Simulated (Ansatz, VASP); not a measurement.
TiC: VASP beside Ansatz

File INCAR:

```
SYSTEM = TiC
ALGO     = Normal         ! electronic algorithm
EDIFF    = 1E-6           ! SCF threshold, eV
ENCUT    = 520            ! plane-wave cutoff, eV
GGA      = PS             ! functional
ISIF     = 2              ! what is computed and relaxed
ISMEAR   = -1             ! smearing method
LASPH    = .True.         ! aspherical terms in the spheres
LCHARG   = .False.        ! write CHGCAR
LREAL    = .False.        ! projectors in reciprocal space
LWAVE    = .False.        ! write WAVECAR
NBANDS   = 15             ! bands
NELM     = 80             ! most SCF steps
PREC     = Accurate       ! precision mode
SIGMA    = 0.03           ! smearing width, eV
```

The input KPOINTS:

```
k-points
0
Gamma
  16 16 16
  0 0 0
```

File POSCAR:

```
TiC
1.0
   -0.0649200000      2.1315400000      2.1315400000
    2.1315400000     -0.0649200000      2.1315400000
    2.1315400000      2.1315400000     -0.0649200000
Ti C
1 1
Direct
    0.0000000000      0.0000000000      0.0000000000
    0.5000000000      0.5000000000      0.5000000000
```

Input for Ansatz:

```yaml
crystal:
  lattice:
    - [-0.06492, 2.13154, 2.13154]
    - [2.13154, -0.06492, 2.13154]
    - [2.13154, 2.13154, -0.06492]
  atoms:
    - { symbol: Ti, position: [0.0, 0.0, 0.0] }
    - { symbol: C, position: [0.5, 0.5, 0.5] }
kpoints:
  mp_grid: { grid: [16, 16, 16] }
  band_path:
    path:
      - [0.0, 0.0, 0.0]
      - [0.5, 0.5, 0.5]
      - [0.2579113083, 0.5, 0.7420886917]
      - [-0.2579113083, 0.2579113083, 0.5]
      - [0.0, 0.0, 0.5]
      - [0.0, 0.0, 0.0]
      - [-0.3789556542, 0.0, 0.3789556542]
      - [0.0, 0.3789556542, 0.6210443458]
      - [0.0, 0.5, 0.5]
    npoints: 5
scf:
  occupations: { method: fermi_dirac, width: 0.03 }
hamiltonian:
  xc: pbesol
  pseudopotentials: { kind: all_electron, lapw: { basis_error: 0.001 } }
output:
  forces: true
  stress: true
  eigenvalues: true
```

Change from the starting cell: equal xy, yz and zx shear strains of -3 %.

Alike in both runs: task single point; functional PBEsol; k mesh 16 × 16 × 16; occupations fermi-dirac, width 0.03 eV; no spin polarisation.

|  | VASP | Ansatz |
| --- | --- | --- |
| version | VASP 6.6.1 | Ansatz 0.2.0 |
| potentials or method | VASP PAW PBE potentials, release 64 (Ti_sv, C), cutoff 520 eV | all-electron LAPW, scalar-relativistic |

```csv
,VASP,Ansatz,Ansatz less VASP
pressure (GPa),-5.7,-6.0,-0.27
"traceless stress, the component that is largest in VASP (GPa)",4.74,4.77,+0.023
```

VASP's potentials were made for PBE, not for PBEsol. Ansatz ran all-electron here, and VASP with PAW potentials.
